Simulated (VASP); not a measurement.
**H2Pb: single point with PBEsol**

The system is H2Pb.

```xyz
6
Lattice="4.9584 0.0000 0.0000 0.0000 4.9584 0.0000 0.0000 0.0000 3.7580" Properties=species:S:1:pos:R:3 pbc="T T T"
Pb    0.0000    0.0000    0.0000
Pb    2.4792    2.4792    1.8790
H     1.5625    1.5625    0.0000
H     0.9167    4.0417    1.8790
H     4.0417    0.9167    1.8790
H     3.3960    3.3960    0.0000
```

| Property | Result |
| --- | --- |
| Program | VASP 6.6.1 |
| Task | single point |
| Functional | PBEsol |
| Potentials or basis | VASP PAW PBE potentials, release 64 (Pb_d, H) |
| Cutoff | 520 eV |
| k mesh | 6 × 6 × 8 |
| Occupations | fermi-dirac, width 0.03 eV |
| Spin | no spin polarisation |
| Dipole correction | no |
| Further INCAR settings | ALGO = Normal; EDIFF = 1e-07; NBANDS = 25 |

The pressure is -0.1 GPa and the band gap on the k mesh is zero (bands 16 and 17 overlap by 2.26 eV).

Levels at points of the mesh, in eV from the Fermi level:
```csv
k point,band 12,band 13,band 14,band 15,band 16,band 17,band 18,band 19,band 20,band 21
"(0.00, 0.00, 0.00)",-8.08,-5.01,-5.01,-1.59,1.38,2.32,2.52,2.52,2.86,4.77
"(0.50, 0.00, 0.00)",-10.36,-3.70,-3.70,-2.03,-2.03,2.72,2.72,2.77,2.77,4.47
"(0.50, 0.50, 0.00)",-9.95,-5.92,-5.92,0.73,0.73,3.02,3.02,3.21,3.21,3.75
"(0.00, 0.00, 0.50)",-9.05,-4.31,-4.31,-3.47,-3.47,0.67,0.67,4.69,4.69,4.77
"(0.50, 0.00, 0.50)",-8.50,-6.27,-6.27,-1.19,-1.19,0.18,0.18,1.46,1.46,4.47
"(0.50, 0.50, 0.50)",-8.37,-5.15,-5.15,-4.19,-4.19,-0.88,-0.88,5.38,5.38,6.15
```

Run time: 99 s on 1 thread of AMD EPYC 7R43 64-Core Processor (Zen 3) (shared host), peak memory 0.21 GiB.

Caveat: the structure was generated, so it needn't be the stable form of H2Pb; the PAW data sets were made with another functional, which shifts forces and pressure a little; spin-orbit coupling is left out, which moves the levels of the heavy elements.
